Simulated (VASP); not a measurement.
# GeB2C3 (Pmmm) in VASP: further runs

GeB2C3 is run at these levels: PBE; tasks: single point.

Program: VASP 6.6.1. These are calculated values, not measurements. Logs are shortened: lines on timing, memory, paths and dates and some standing lists are left out, and cuts for length are marked.

**1. The cell of the first run**

It takes space group Pmmm (No. 47, orthorhombic). Conventional cell: a = 4.277 Å, b = 4.484 Å, c = 4.636 Å, α = 90.00°, β = 90.00°, γ = 90.00°. Within 2.8 Å of Ge (site symmetry mmm) lie 6 C at 2.14 to 2.70 Å and 4 B at 2.31 Å. Within 1.3 Å of B (site symmetry mm2) lie 1 C at 0.94 Å and 1 B at 1.13 Å. C (site symmetry mm2) has 1 B at 0.94 Å within 1.3 Å. C (site symmetry mmm) has 2 Ge at 2.14 Å within 2.8 Å.

**2. Single point, PBE**

INCAR

```
  PREC = Accurate
  ENCUT = 520
  EDIFF = 1E-6
  ISMEAR = 0
  SIGMA = 0.1
  LREAL = False
  LASPH = True
  NELM = 80
  ALGO = Normal
  ISIF = 2
  LWAVE = False
  LCHARG = False
  GGA = PE
  NBANDS = 25
```

KPOINTS

```
regular mesh
0
Gamma
  4 4 4
```

POSCAR

```
GeB2C3
1.0
    4.2768620600      0.0000000000      0.0000000000
    0.0000000000      4.4838358300      0.0000000000
    0.0000000000      0.0000000000      4.6363678700
Ge B C
1 2 3
Direct
    0.5000000000      0.0000000000      0.0000000000
    0.5000000000      0.5000000000      0.8782499300
    0.5000000000      0.5000000000      0.1217500700
    0.5000000000      0.5000000000      0.3248448500
    0.5000000000      0.5000000000      0.6751551500
    0.0000000000      0.0000000000      0.0000000000
```

Potentials or basis: VASP PAW PBE potentials, release 64 (Ge_d, B, C).

Run with:

```console
$ cat potpaw_PBE.64/Ge_d/POTCAR potpaw_PBE.64/B/POTCAR potpaw_PBE.64/C/POTCAR > POTCAR
$ mpirun -np 1 vasp_std > vasp.out
```

OUTCAR:

```text
PREC = Accurate
   ENCUT = 520
   EDIFF = 1E-6
   ISMEAR = 0
   LREAL = False
   LASPH = True
   NELM = 80
   ISIF = 2
   GGA = PE

 ion  position               nearest neighbor table
   1  0.500  0.000  0.000-   6 2.14   6 2.14   2 2.31   2 2.31   3 2.31   3 2.31
   2  0.500  0.500  0.878-   5 0.94   3 1.13   4 2.07   1 2.31   1 2.31
   3  0.500  0.500  0.122-   4 0.94   2 1.13   5 2.07   1 2.31   1 2.31
   4  0.500  0.500  0.325-   3 0.94   5 1.62   2 2.07
   5  0.500  0.500  0.675-   2 0.94   4 1.62   3 2.07
   6  0.000  0.000  0.000-   1 2.14   1 2.14

 -----------------------------------------------------------------------------
|                                                                             |
|           W    W    AA    RRRRR   N    N  II  N    N   GGGG   !!!           |
|           W    W   A  A   R    R  NN   N  II  NN   N  G    G  !!!           |
|           W    W  A    A  R    R  N N  N  II  N N  N  G       !!!           |
|           W WW W  AAAAAA  RRRRR   N  N N  II  N  N N  G  GGG   !            |
|           WW  WW  A    A  R   R   N   NN  II  N   NN  G    G                |
|           W    W  A    A  R    R  N    N  II  N    N   GGGG   !!!           |
|                                                                             |
|     The distance between some ions is very small. Please check the          |
|     nearest-neighbor list in the OUTCAR file.                               |
|     I HOPE YOU KNOW WHAT YOU ARE DOING!                                     |
|                                                                             |
 -----------------------------------------------------------------------------

  LATTYP: Found a simple orthorhombic cell.
 ALAT       =     4.2768620600
 B/A-ratio  =     1.0483938381
 C/A-ratio  =     1.0840583131

  Lattice vectors:

 A1 = (   4.2768620600,   0.0000000000,   0.0000000000)
 A2 = (   0.0000000000,   4.4838358300,   0.0000000000)
 A3 = (   0.0000000000,   0.0000000000,   4.6363678700)

Analysis of symmetry for initial positions (statically):
=====================================================================
 Subroutine PRICEL returns:
 Original cell was already a primitive cell.

 Routine SETGRP: Setting up the symmetry group for a
 simple orthorhombic supercell.

 Subroutine GETGRP returns: Found  8 space group operations
 (whereof  8 operations were pure point group operations)
 out of a pool of  8 trial point group operations.

The static configuration has the point symmetry D_2h.

Analysis of symmetry for dynamics (positions and initial velocities):
=====================================================================
 Subroutine PRICEL returns:
 Original cell was already a primitive cell.

 Routine SETGRP: Setting up the symmetry group for a
 simple orthorhombic supercell.

 Subroutine GETGRP returns: Found  8 space group operations
 (whereof  8 operations were pure point group operations)
 out of a pool of  8 trial point group operations.

The dynamic configuration has the point symmetry D_2h.

 Subroutine INISYM returns: Found  8 space group operations
 (whereof  8 operations are pure point group operations),
 and found     1 'primitive' translations

----------------------------------------------------------------------------------------

                                     Primitive cell

  volume of cell :      88.9105

  direct lattice vectors                    reciprocal lattice vectors
     4.276862060  0.000000000  0.000000000     0.233816285  0.000000000  0.000000000
     0.000000000  4.483835830  0.000000000     0.000000000  0.223023330  0.000000000
     0.000000000  0.000000000  4.636367870     0.000000000  0.000000000  0.215686078

  length of vectors
     4.276862060  4.483835830  4.636367870     0.233816285  0.223023330  0.215686078

  position of ions in fractional coordinates (direct lattice)
     0.500000000  0.000000000  0.000000000
     0.500000000  0.500000000  0.878249930
     0.500000000  0.500000000  0.121750070
     0.500000000  0.500000000  0.324844850
     0.500000000  0.500000000  0.675155150
     0.000000000  0.000000000  0.000000000

  ion indices of the primitive-cell ions
   primitive index   ion index
                 1           1
                 2           2
                 3           3
                 4           4
                 5           5
                 6           6

----------------------------------------------------------------------------------------

 KPOINTS: regular mesh

Automatic generation of k-mesh.
 Grid dimensions read from file:
 generate k-points for:    4    4    4

 Generating k-lattice:

  Cartesian coordinates                     Fractional coordinates (reciprocal lattice)
     0.058454071  0.000000000  0.000000000     0.250000000  0.000000000  0.000000000
     0.000000000  0.055755833  0.000000000     0.000000000  0.250000000  0.000000000
[... 98 lines left out ...]

 k-point     1 :       0.0000    0.0000    0.0000
  band No.  band energies     occupation
      1     -24.4004      2.00000
      2     -24.3804      2.00000
      3     -24.2920      2.00000
      4     -24.2759      2.00000
      5     -24.2665      2.00000
      6     -12.2719      2.00000
[... 17 lines left out ...]
     24      10.4398      0.00000
     25      10.8868      0.00000

 k-point     2 :       0.2500    0.0000    0.0000
  band No.  band energies     occupation
      1     -24.4003      2.00000
      2     -24.3803      2.00000
      3     -24.2894      2.00000
      4     -24.2765      2.00000
      5     -24.2672      2.00000
      6     -12.0993      2.00000
[... 17 lines left out ...]
     24      10.7521      0.00000
     25      10.8947      0.00000

 k-point     3 :       0.5000    0.0000    0.0000
  band No.  band energies     occupation
      1     -24.4003      2.00000
      2     -24.3803      2.00000
      3     -24.2869      2.00000
      4     -24.2772      2.00000
      5     -24.2679      2.00000
      6     -11.8982      2.00000
[... 17 lines left out ...]
     24       9.4736      0.00000
     25      11.1741      0.00000

 k-point     4 :       0.0000    0.2500    0.0000
  band No.  band energies     occupation
      1     -24.3996      2.00000
      2     -24.3806      2.00000
      3     -24.2919      2.00000
      4     -24.2758      2.00000
      5     -24.2669      2.00000
      6     -11.9967      2.00000
[... 17 lines left out ...]
     24      10.6396      0.00000
     25      10.7067      0.00000

 k-point     5 :       0.2500    0.2500    0.0000
  band No.  band energies     occupation
      1     -24.3996      2.00000
      2     -24.3805      2.00000
      3     -24.2894      2.00000
      4     -24.2765      2.00000
      5     -24.2676      2.00000
      6     -11.8481      2.00000
[... 17 lines left out ...]
     24       9.8165      0.00000
     25      10.8597      0.00000

 k-point     6 :       0.5000    0.2500    0.0000
  band No.  band energies     occupation
      1     -24.3995      2.00000
      2     -24.3805      2.00000
      3     -24.2868      2.00000
      4     -24.2772      2.00000
      5     -24.2684      2.00000
      6     -11.6870      2.00000
[... 17 lines left out ...]
     24       9.2023      0.00000
     25      11.0582      0.00000
[... 393 lines left out ...]
 k-point    21 :       0.5000    0.0000    0.5000
  band No.  band energies     occupation
      1     -24.3999      2.00000
      2     -24.3806      2.00000
      3     -24.2867      2.00000
      4     -24.2774      2.00000
      5     -24.2679      2.00000
      6     -10.8934      2.00000
[... 17 lines left out ...]
     24      10.4393      0.00000
     25      11.4674      0.00000

 k-point    22 :       0.0000    0.2500    0.5000
  band No.  band energies     occupation
      1     -24.3992      2.00000
      2     -24.3809      2.00000
      3     -24.2917      2.00000
      4     -24.2759      2.00000
      5     -24.2669      2.00000
      6     -11.2661      2.00000
[... 17 lines left out ...]
     24      10.4913      0.00000
     25      11.1486      0.00000

 k-point    23 :       0.2500    0.2500    0.5000
  band No.  band energies     occupation
      1     -24.3992      2.00000
      2     -24.3808      2.00000
      3     -24.2891      2.00000
      4     -24.2767      2.00000
      5     -24.2676      2.00000
      6     -10.9818      2.00000
[... 17 lines left out ...]
     24      10.4578      0.00000
     25      10.5939      0.00000

 k-point    24 :       0.5000    0.2500    0.5000
  band No.  band energies     occupation
      1     -24.3992      2.00000
      2     -24.3808      2.00000
      3     -24.2866      2.00000
      4     -24.2774      2.00000
      5     -24.2684      2.00000
      6     -10.8140      2.00000
[... 17 lines left out ...]
     24      10.4153      0.00000
     25      11.1416      0.00000

 [... further k-points ...]
[... 5 lines left out ...]
  --------------------------------------------------------------------------------------
  -------------------------------------------------------------------------------------
  Total       -8.3376975      0.1270862    167.3249278      0.0000000      0.0000000      0.0000000
  in kB     -150.2463342      2.2901089   3015.2157622      0.0000000      0.0000000      0.0000000
  external PRESSURE =     955.7531789 kB  Pullay stress =       0.0000000 kB

 VOLUME and BASIS-vectors are now :
 -----------------------------------------------------------------------------
  energy-cutoff  :      520.00
  volume of cell :       88.91
      direct lattice vectors                 reciprocal lattice vectors
     4.276862060  0.000000000  0.000000000     0.233816285  0.000000000  0.000000000
     0.000000000  4.483835830  0.000000000     0.000000000  0.223023330  0.000000000
     0.000000000  0.000000000  4.636367870     0.000000000  0.000000000  0.215686078

 POSITION                                       TOTAL-FORCE (eV/Angst)
 -----------------------------------------------------------------------------------
      2.13843      0.00000      0.00000         0.000000      0.000000      0.000000
      2.13843      2.24192      4.07189         0.000000      0.000000     40.699891
      2.13843      2.24192      0.56448         0.000000      0.000000    -40.699891
      2.13843      2.24192      1.50610         0.000000      0.000000     79.704801
      2.13843      2.24192      3.13027         0.000000      0.000000    -79.704801
      0.00000      0.00000      0.00000         0.000000      0.000000      0.000000
 -----------------------------------------------------------------------------------
    total drift:                                0.000000      0.000000     -0.000000

  FREE ENERGIE OF THE ION-ELECTRON SYSTEM (eV)
  ---------------------------------------------------
  free  energy   TOTEN  =        -6.6993208986 eV

  energy  without entropy=       -6.6692866676  energy(sigma->0) =       -6.68430378
```

Wall time 46 s (1 thread of Intel Xeon Platinum 8488C (Sapphire Rapids), shared host); peak memory 0.22 GiB.

What came out:

```yaml
Free_energy: -6.6993 eV
Pressure: 95.6 GPa
Largest_force: 79.705 eV/Å
Band_gap_on_the_k_mesh: zero (band 16 reaches 0.97 eV, above the bottom of band 17 at -0.52 eV)
```

Forces on the atoms (eV/Å):
```
Ge    0.000   0.000   0.000
B     0.000   0.000  40.700
B     0.000   0.000 -40.700
C     0.000   0.000  79.705
C     0.000   0.000 -79.705
C     0.000   0.000   0.000
```

Stress tensor (GPa, compression positive):
```
-15.02   0.00   0.00
  0.00   0.23   0.00
  0.00   0.00 301.52
```

Levels at points of the mesh, in eV from the Fermi level:
```tsv
k point	band 14	band 15	band 16	band 17	band 18	band 19
(0.00, 0.00, 0.00)	-2.31	-0.88	-0.85	0.08	0.09	3.16
(0.50, 0.00, 0.00)	-0.84	-0.80	-0.23	0.83	1.97	2.65
(0.00, 0.50, 0.00)	-2.78	-0.74	-0.14	0.12	0.65	3.63
(0.50, 0.50, 0.00)	-2.24	-0.15	0.06	0.18	3.05	4.43
(0.00, 0.00, 0.50)	-2.21	-2.20	-2.18	-1.43	0.38	3.34
(0.50, 0.00, 0.50)	-2.95	-2.82	-0.18	0.10	1.01	3.18
(0.00, 0.50, 0.50)	-3.36	-2.14	-0.10	-0.08	0.34	4.78
(0.50, 0.50, 0.50)	-2.54	-2.04	-0.35	0.52	3.33	4.00
```

Caveat: the k points lie up to 0.37 Å⁻¹ apart; forces of over 1 eV/Å act on the atoms, so gaps and moduli don't describe the material at rest.

**3. Single point, PBE**

This run uses another cell than the first one, of 16.81 Å³/atom, 1.134 times its volume.

INCAR

```
SYSTEM = GeB2C3
PREC = Accurate
ENCUT = 520
EDIFF = 1E-6
ISMEAR = 0
SIGMA = 0.1
LREAL = .False.
LASPH = .True.
NELM = 60
ALGO = Normal
ISIF = 2
LWAVE = .False.
LCHARG = .False.
GGA = PE
NBANDS = 25
```

KPOINTS

```
regular mesh
0
Gamma
  4 4 4
  0 0 0
```

POSCAR

```
GeB2C3
1.0
    3.6989999206      0.0000000000      0.0000000000
    0.0000000000      4.8048726171      0.0000000000
    0.0000000000      0.0000000000      5.6750059198
Ge B C
1 2 3
Direct
    0.5000000000      0.0000000000      0.0000000000
    0.5000000000      0.5000000000      0.8635683204
    0.5000000000      0.5000000000      0.1364316796
    0.5000000000      0.5000000000      0.3896079928
    0.5000000000      0.5000000000      0.6103920072
    0.0000000000      0.0000000000      0.0000000000
```

Potentials or basis: VASP PAW PBE potentials, release 64 (Ge_d, B, C).

Run with:

```console
$ cat potpaw_PBE.64/Ge_d/POTCAR potpaw_PBE.64/B/POTCAR potpaw_PBE.64/C/POTCAR > POTCAR
$ mpirun -np 1 vasp_std > vasp.out
```

It took 49 s on 1 thread of Intel Xeon Platinum 8488C (Sapphire Rapids), shared host; peak memory 0.23 GiB.

Results (log left out):

* Free energy: -37.5338 eV
* Pressure: -0.1 GPa
* Largest force: 0.051 eV/Å
* Band gap on the k mesh: zero (band 16 reaches 1.66 eV, above the bottom of band 17 at 0.39 eV)

Forces on the atoms (eV/Å):
```
Ge   0.000  0.000  0.000
B    0.000  0.000  0.004
B    0.000  0.000 -0.004
C    0.000  0.000 -0.051
C    0.000  0.000  0.051
C    0.000  0.000  0.000
```

Stress tensor (GPa, compression positive):
```
-0.33  0.00  0.00
 0.00 -0.03  0.00
 0.00  0.00 -0.09
```

Levels at points of the mesh, in eV from the Fermi level:
```
           k point  band 14  band 15  band 16  band 17  band 18  band 19
(0.00, 0.00, 0.00)    -2.08    -2.04    -0.34     0.64     2.02     2.07
(0.50, 0.00, 0.00)    -1.21    -0.72    -0.51     0.49     0.91     1.23
(0.00, 0.50, 0.00)    -2.88    -1.36    -0.68     1.76     1.78     2.06
(0.50, 0.50, 0.00)    -1.32    -0.99    -0.17     0.63     1.31     2.38
(0.00, 0.00, 0.50)    -2.69    -2.12    -0.31    -0.13     1.21     4.89
(0.50, 0.00, 0.50)    -3.24    -1.86    -0.49    -0.13     1.07     4.62
(0.00, 0.50, 0.50)    -2.67    -1.37    -0.67    -0.50     2.12     4.55
(0.50, 0.50, 0.50)    -3.12    -0.50    -0.27     1.20     1.31     3.65
```

Caveat: the k points lie up to 0.42 Å⁻¹ apart.

**4. Single point, PBE**

This run uses another cell than the first one, of 16.50 Å³/atom, 1.113 times its volume.

INCAR

```
SYSTEM = GeB2C3
  PREC = Accurate
  ENCUT = 520
  EDIFF = 1E-6
  ISMEAR = 0
  SIGMA = 0.1
  LREAL = .FALSE.
  LASPH = .TRUE.
  NELM = 100
  ALGO = Normal
  ISIF = 2
  LWAVE = .FALSE.
  LCHARG = .TRUE.
  GGA = PE
  LELF = .TRUE.
  LVHAR = .TRUE.
  NBANDS = 25
```

KPOINTS

```
regular mesh
0
G
  6 4 4
  0 0 0
```

POSCAR

```
GeB2C3
1.0
    3.6736447682      0.0000000000      0.0000000000
    0.0000000000      4.7434812157      0.0000000000
    0.0000000000      0.0000000000      5.6807368769
Ge B C
1 2 3
Direct
    0.5000000000      0.0000000000      0.0000000000
    0.5000000000      0.5000000000      0.8638952548
    0.5000000000      0.5000000000      0.1361047452
    0.5000000000      0.5000000000      0.3899771898
    0.5000000000      0.5000000000      0.6100228102
    0.0000000000      0.0000000000      0.0000000000
```

Run with:

```console
$ cat potpaw_PBE.64/Ge_d/POTCAR potpaw_PBE.64/B/POTCAR potpaw_PBE.64/C/POTCAR > POTCAR
$ mpirun -np 1 vasp_std > vasp.out
```

It took 72 s on 1 thread of Intel Xeon Platinum 8488C (Sapphire Rapids), shared host; peak memory 0.24 GiB.

It converged, with:

```yaml
Free_energy: -37.4891 eV
Pressure: -0.2 GPa
Largest_force: 0.059 eV/Å
Band_gap_on_the_k_mesh: zero (band 16 reaches 1.74 eV, above the bottom of band 17 at 0.55 eV)
```

Forces on the atoms (eV/Å):
```
Ge   0.000  0.000  0.000
B    0.000  0.000  0.000
B    0.000  0.000  0.000
C    0.000  0.000 -0.059
C    0.000  0.000  0.059
C    0.000  0.000  0.000
```

Stress tensor (GPa, compression positive):
```
-0.40  0.00  0.00
 0.00 -0.02  0.00
 0.00  0.00 -0.11
```

Levels at points of the mesh, in eV from the Fermi level:
| k point | band 13 | band 14 | band 15 | band 16 | band 17 | band 18 | band 19 | band 20 |
| --- | --- | --- | --- | --- | --- | --- | --- | --- |
| (0.00, 0.00, 0.00) | -2.89 | -2.20 | -2.16 | -0.30 | 0.58 | 2.02 | 2.03 | 2.08 |
| (0.50, 0.00, 0.00) | -4.19 | -1.32 | -0.87 | -0.62 | 0.40 | 0.87 | 1.10 | 1.41 |
| (0.00, 0.50, 0.00) | -3.08 | -3.06 | -1.42 | -0.71 | 1.71 | 1.73 | 2.07 | 3.31 |
| (0.50, 0.50, 0.00) | -3.30 | -1.46 | -1.15 | -0.31 | 0.57 | 1.26 | 2.38 | 3.76 |
| (0.00, 0.00, 0.50) | -3.45 | -2.70 | -2.27 | -0.26 | -0.13 | 1.18 | 4.85 | 4.90 |
| (0.50, 0.00, 0.50) | -3.90 | -3.27 | -1.92 | -0.61 | -0.26 | 0.96 | 4.62 | 5.26 |
| (0.00, 0.50, 0.50) | -2.99 | -2.68 | -1.48 | -0.71 | -0.53 | 2.24 | 4.46 | 5.41 |
| (0.50, 0.50, 0.50) | -3.79 | -3.27 | -0.50 | -0.41 | 1.19 | 1.20 | 3.75 | 5.33 |

**5. Overview**

| cell | k mesh | gap on the mesh (eV) | pressure (GPa) | largest force (eV/Å) |
| --- | --- | --- | --- | --- |
| a = 4.277, b = 4.484, c = 4.636 Å, 6 atoms | 4 × 4 × 4 | none | 95.6 | 79.70 |
| a = 3.699, b = 4.805, c = 5.675 Å, 6 atoms | 4 × 4 × 4 | none | -0.1 | 0.05 |
| a = 3.674, b = 4.743, c = 5.681 Å, 6 atoms | 6 × 4 × 4 | none | -0.2 | 0.06 |

Alike in all rows: task single point; level PBE; potentials or basis VASP PAW PBE potentials, release 64 (Ge_d, B, C); no spin polarisation; cutoff (eV) 520; smearing gaussian 0.1 eV.

Caveats: some runs use coarse meshes; forces of over 1 eV/Å act on the atoms, so gaps and moduli don't describe the material at rest (some runs).

Absolute energies hang on the potentials; compare differences alone.
